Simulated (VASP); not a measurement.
# SrO (e600) (Fm-3m) in VASP: single point with PBEsol

Aim: the single point of SrO (e600) with PBEsol.

Everything below comes from runs of VASP 6.6.1. Logs are shortened: lines on timing, memory, paths and dates and some standing lists are left out, and cuts for length are marked.

**1. The cell of the first run**

The structure is cubic, space group Fm-3m (No. 225). The conventional cell has a = 5.123 Å, b = 5.123 Å, c = 5.123 Å, α = 90.00°, β = 90.00°, γ = 90.00°. Sr (site symmetry m-3m) has 6 O at 2.56 Å within 3.4 Å. O (site symmetry m-3m) has 6 Sr at 2.56 Å within 3.4 Å.

**2. Single point, PBEsol**

Contents of INCAR:

```
SYSTEM = SrO
  ALGO = Normal
  EDIFF = 1E-6
  ENCUT = 600
  GGA = PS
  GGA_COMPAT = .False.
  ISIF = 2
  ISMEAR = 0
  LASPH = .True.
  LCHARG = .True.
  LELF = .True.
  LREAL = .False.
  LVHAR = .True.
  LWAVE = .False.
  NBANDS = 15
  NELM = 120
  PREC = Accurate
  SIGMA = 0.02
```

Contents of KPOINTS:

```
k-points
0
Gamma
  8 8 8
  0 0 0
```

Contents of POSCAR:

```
SrO
1.0
    0.0000000000      2.5613370527      2.5613370527
    2.5613370527      0.0000000000      2.5613370527
    2.5613370527      2.5613370527      0.0000000000
Sr O
1 1
Direct
    0.0000000000      0.0000000000      0.0000000000
    0.5000000000      0.5000000000      0.5000000000
```

Potentials or basis: VASP PAW PBE potentials, release 64 (Sr_sv, O).

The run is started by

```
$ cat potpaw_PBE.64/Sr_sv/POTCAR potpaw_PBE.64/O/POTCAR > POTCAR
$ mpirun -np 1 vasp_std > vasp.out
```

OUTCAR:

```text
SYSTEM = SrO
   EDIFF = 1E-6
   ENCUT = 600
   GGA = PS
   ISIF = 2
   ISMEAR = 0
   LASPH = .True.
   LREAL = .False.
   NELM = 120
   PREC = Accurate

 ion  position               nearest neighbor table
   1  0.000  0.000  0.000-   2 2.56   2 2.56   2 2.56   2 2.56   2 2.56   2 2.56
   2  0.500  0.500  0.500-   1 2.56   1 2.56   1 2.56   1 2.56   1 2.56   1 2.56

  LATTYP: Found a face centered cubic cell.
 ALAT       =     5.1226741054

  Lattice vectors:

 A1 = (   0.0000000000,   2.5613370527,   2.5613370527)
 A2 = (   2.5613370527,   0.0000000000,   2.5613370527)
 A3 = (   2.5613370527,   2.5613370527,   0.0000000000)

Analysis of symmetry for initial positions (statically):
=====================================================================
 Subroutine PRICEL returns:
 Original cell was already a primitive cell.

 Routine SETGRP: Setting up the symmetry group for a
 face centered cubic supercell.

 Subroutine GETGRP returns: Found 48 space group operations
 (whereof 48 operations were pure point group operations)
 out of a pool of 48 trial point group operations.

The static configuration has the point symmetry O_h .

Analysis of symmetry for dynamics (positions and initial velocities):
=====================================================================
 Subroutine PRICEL returns:
 Original cell was already a primitive cell.

 Routine SETGRP: Setting up the symmetry group for a
 face centered cubic supercell.

 Subroutine GETGRP returns: Found 48 space group operations
 (whereof 48 operations were pure point group operations)
 out of a pool of 48 trial point group operations.

The dynamic configuration has the point symmetry O_h .

 Subroutine INISYM returns: Found 48 space group operations
 (whereof 48 operations are pure point group operations),
 and found     1 'primitive' translations

----------------------------------------------------------------------------------------

                                     Primitive cell

  volume of cell :      33.6070

  direct lattice vectors                    reciprocal lattice vectors
     0.000000000  2.561337053  2.561337053    -0.195210544  0.195210544  0.195210544
     2.561337053  0.000000000  2.561337053     0.195210544 -0.195210544  0.195210544
     2.561337053  2.561337053  0.000000000     0.195210544  0.195210544 -0.195210544

  length of vectors
     3.622277598  3.622277598  3.622277598     0.338114581  0.338114581  0.338114581

  position of ions in fractional coordinates (direct lattice)
     0.000000000  0.000000000  0.000000000
     0.500000000  0.500000000  0.500000000

  ion indices of the primitive-cell ions
   primitive index   ion index
                 1           1
                 2           2

----------------------------------------------------------------------------------------

 KPOINTS: k-points

Automatic generation of k-mesh.
 Grid dimensions read from file:
 generate k-points for:    8    8    8

 Generating k-lattice:

  Cartesian coordinates                     Fractional coordinates (reciprocal lattice)
    -0.024401318  0.024401318  0.024401318     0.125000000  0.000000000  0.000000000
     0.024401318 -0.024401318  0.024401318     0.000000000  0.125000000  0.000000000
     0.024401318  0.024401318 -0.024401318     0.000000000  0.000000000  0.125000000

  Length of vectors
     0.042264323  0.042264323  0.042264323

  Shift w.r.t. Gamma in fractional coordinates (k-lattice)
     0.000000000  0.000000000  0.000000000

 Subroutine IBZKPT returns following result:
 ===========================================

 Found     29 irreducible k-points:

 Following reciprocal coordinates:
            Coordinates               Weight
  0.000000  0.000000  0.000000      1.000000
  0.125000  0.000000  0.000000      8.000000
  0.250000  0.000000  0.000000      8.000000
  0.375000  0.000000  0.000000      8.000000
  0.500000  0.000000  0.000000      4.000000
  0.125000  0.125000  0.000000      6.000000
[... 16 lines left out ...]
  0.500000  0.250000  0.125000     48.000000
 -0.375000  0.250000  0.125000     24.000000
 [... further k-points ...]
   k-points           NKPTS =     29   k-points in BZ     NKDIM =     29   number of bands    NBANDS=     15
   number of dos      NEDOS =    301   number of ions     NIONS =      2
   total plane-waves  NPLWV =  27000
   dimension x,y,z NGX =    30 NGY =   30 NGZ =   30
   dimension x,y,z NGXF=    60 NGYF=   60 NGZF=   60
   ions per type =               1   1
   NGX,Y,Z   is equivalent  to a cutoff of  13.77, 13.77, 13.77 a.u.
   NGXF,Y,Z  is equivalent  to a cutoff of  27.54, 27.54, 27.54 a.u.
 SYSTEM =  SrO
   PREC   = accura    normal or accurate (medium, high low for compatibility)
   ISTART =      0    job   : 0-new  1-cont  2-samecut
   ICHARG =      2    charge: 1-file 2-atom 10-const
   ISPIN  =      1    spin polarized calculation?
   LNONCOLLINEAR =      F non collinear calculations
   LSORBIT =      F    spin-orbit coupling
   LASPH  =      T    aspherical Exc in radial PAW
   ENCUT  =  600.0 eV  44.10 Ry    6.64 a.u.   7.23  7.23  7.23*2*pi/ulx,y,z
   NELM   =    120;   NELMIN=  2; NELMDL= -5     # of ELM steps
   EDIFF  = 0.1E-05   stopping-criterion for ELM
   LREAL  =      F    real-space projection
   EDIFFG = 0.1E-04   stopping-criterion for IOM
   NSW    =      0    number of steps for IOM
   IBRION =     -1    ionic relax: 0-MD 1-quasi-New 2-CG
   NFREE  =      0    steps in history (QN), initial steepest desc. (CG)
   ISIF   =      2    stress and relaxation
   ISYM   =      2    0-nonsym 1-usesym 2-fastsym
   POTIM  = 0.5000    time-step for ionic-motion
   TEBEG  =    0.0;   TEEND  =   0.0 temperature during run
   PSTRESS=    0.0 pullay stress
   NELECT =      16.0000    total number of electrons
   NUPDOWN=      -1.0000    fix difference up-down
   EMIN   =  10.00;   EMAX   =-10.00  energy-range for DOS
   EFERMI =   0.00;   METHOD = LEGACY
   ISMEAR =     0;   SIGMA  =   0.02  broadening in eV -4-tet -1-fermi 0-gaus
   EFERMI_NEDOS =   21; number of points for ismear=-14 and -15
   IALGO  =     38    algorithm
   IMIX   =      4    mixing-type and parameters
     AMIX     =   0.40;   BMIX     =  1.00
     AMIX_MAG =   1.60;   BMIX_MAG =  1.00
  volume/ion in A,a.u.               =      16.80       113.40
  Fermi-wavevector in a.u.,A,eV,Ry     =   1.278316  2.415666 22.233155  1.634091
  Thomas-Fermi vector in A             =   2.410865
   LORBIT       =      0    0 simple, 1 ext, 2 COOP (PROOUT), +10 PAW based schemes
   GGA     = PS    functional components
   LHFCALC =     F    Hartree Fock is set to
   AEXX    =    0.0000 exact exchange contribution
   IVDW    =     0    specifies the selected vdW correction
   LEPSILON=     F    determine dielectric tensor
   LRPA    =     F    only Hartree local field effects (RPA)
 non-spin polarized calculation
 Gauss-broadening in eV      SIGMA  =   0.02
  energy-cutoff  :      600.00
  volume of cell :       33.61
 maximum number of plane-waves:      1139
 NGX is ok and might be reduce to    30
   NGX = 15   NGY = 15   NGZ = 15

 number of electron      15.9999997 magnetization

 Free energy of the ion-electron system (eV)
  ---------------------------------------------------
  ext. energy  EPLUGINS =         0.00000000
  ---------------------------------------------------
  free energy    TOTEN  =       -12.64060365 eV

  energy without entropy =      -12.64060365  energy(sigma->0) =      -12.64060365

 E-fermi :   1.6415     XC(G=0): -10.3314

 val. band max:        1.5408571658   @ k =   0.0000   0.0000   0.0000
 cond. band min:       4.6889941948   @ k =   0.5000   0.5000   0.0000
 fundamental gap:      3.1481370290
 Fermi energy:         1.6414522404

 k-point     1 :       0.0000    0.0000    0.0000
  band No.  band energies     occupation
      1     -30.6565      2.00000
      2     -13.4712      2.00000
      3     -12.2971      2.00000
      4     -12.2971      2.00000
      5     -12.2971      2.00000
      6       1.5409      2.00000
      7       1.5409      2.00000
      8       1.5409      2.00000
      9       5.4442      0.00000
     10       7.7275      0.00000
     11       7.7275      0.00000
     12       7.7275      0.00000
     13       9.9484      0.00000
     14       9.9484      0.00000
     15      14.0805      0.00000

 k-point     2 :       0.1250    0.0000    0.0000
  band No.  band energies     occupation
      1     -30.6350      2.00000
      2     -13.8376      2.00000
      3     -12.3099      2.00000
      4     -12.3099      2.00000
      5     -11.9830      2.00000
      6       1.0684      2.00000
      7       1.3363      2.00000
      8       1.3363      2.00000
      9       6.1591      0.00000
     10       7.5643      0.00000
     11       8.0410      0.00000
     12       8.0410      0.00000
     13      10.3685      0.00000
     14      10.3685      0.00000
     15      15.1121      0.00000

 k-point     3 :       0.2500    0.0000    0.0000
  band No.  band energies     occupation
      1     -30.5826      2.00000
      2     -14.4222      2.00000
      3     -12.3406      2.00000
      4     -12.3406      2.00000
      5     -11.5251      2.00000
      6       0.2149      2.00000
      7       0.8959      2.00000
      8       0.8959      2.00000
      9       7.4900      0.00000
     10       7.7171      0.00000
     11       8.8939      0.00000
     12       8.8939      0.00000
     13      11.4164      0.00000
     14      11.4164      0.00000
     15      17.1958      0.00000
[... 343 lines left out ...]
 k-point    23 :       0.5000    0.2500    0.1250
  band No.  band energies     occupation
      1     -30.5023      2.00000
      2     -14.6231      2.00000
      3     -12.6877      2.00000
      4     -12.4838      2.00000
      5     -11.4995      2.00000
      6      -0.0443      2.00000
      7       0.5794      2.00000
      8       1.0109      2.00000
      9       7.0451      0.00000
     10       8.6991      0.00000
     11      10.5060      0.00000
     12      10.6729      0.00000
     13      12.7229      0.00000
     14      13.6658      0.00000
     15      15.8506      0.00000

 k-point    24 :      -0.3750    0.2500    0.1250
  band No.  band energies     occupation
      1     -30.4846      2.00000
      2     -14.6928      2.00000
      3     -12.7121      2.00000
      4     -12.5425      2.00000
      5     -11.4702      2.00000
      6      -0.0840      2.00000
      7       0.6542      2.00000
      8       0.7383      2.00000
      9       7.8783      0.00000
     10       8.2306      0.00000
     11      10.9132      0.00000
     12      11.1115      0.00000
     13      13.2724      0.00000
     14      14.5452      0.00000
     15      14.9168      0.00000

 [... further k-points ...]
[... 5 lines left out ...]
  --------------------------------------------------------------------------------------
  -------------------------------------------------------------------------------------
  Total        0.1142600      0.1142600      0.1142600     -0.0000000     -0.0000000     -0.0000000
  in kB        5.4472158      5.4472158      5.4472158     -0.0000000     -0.0000000     -0.0000000
  external PRESSURE =       5.4472158 kB  Pullay stress =       0.0000000 kB

 VOLUME and BASIS-vectors are now :
 -----------------------------------------------------------------------------
  energy-cutoff  :      600.00
  volume of cell :       33.61
      direct lattice vectors                 reciprocal lattice vectors
     0.000000000  2.561337053  2.561337053    -0.195210544  0.195210544  0.195210544
     2.561337053  0.000000000  2.561337053     0.195210544 -0.195210544  0.195210544
     2.561337053  2.561337053  0.000000000     0.195210544  0.195210544 -0.195210544

 POSITION                                       TOTAL-FORCE (eV/Angst)
 -----------------------------------------------------------------------------------
      0.00000      0.00000      0.00000        -0.000000      0.000000     -0.000000
      2.56134      2.56134      2.56134         0.000000     -0.000000      0.000000
 -----------------------------------------------------------------------------------
    total drift:                                0.000000      0.000000      0.000000

  FREE ENERGIE OF THE ION-ELECTRON SYSTEM (eV)
  ---------------------------------------------------
  free  energy   TOTEN  =       -12.6406036540 eV

  energy  without entropy=      -12.6406036540  energy(sigma->0) =      -12.64060365
```

It took 25 s on 1 thread of AMD EPYC 7R13, shared host; peak memory 0.15 GiB.

Results:

| Quantity | Value |
| --- | --- |
| Free energy | -12.6406 eV |
| Pressure | 0.5 GPa |
| Band gap on the k mesh | 3.15 eV, indirect (least direct gap 3.23 eV) |

Caveat: the PAW data sets were made with another functional, which shifts forces and pressure a little.
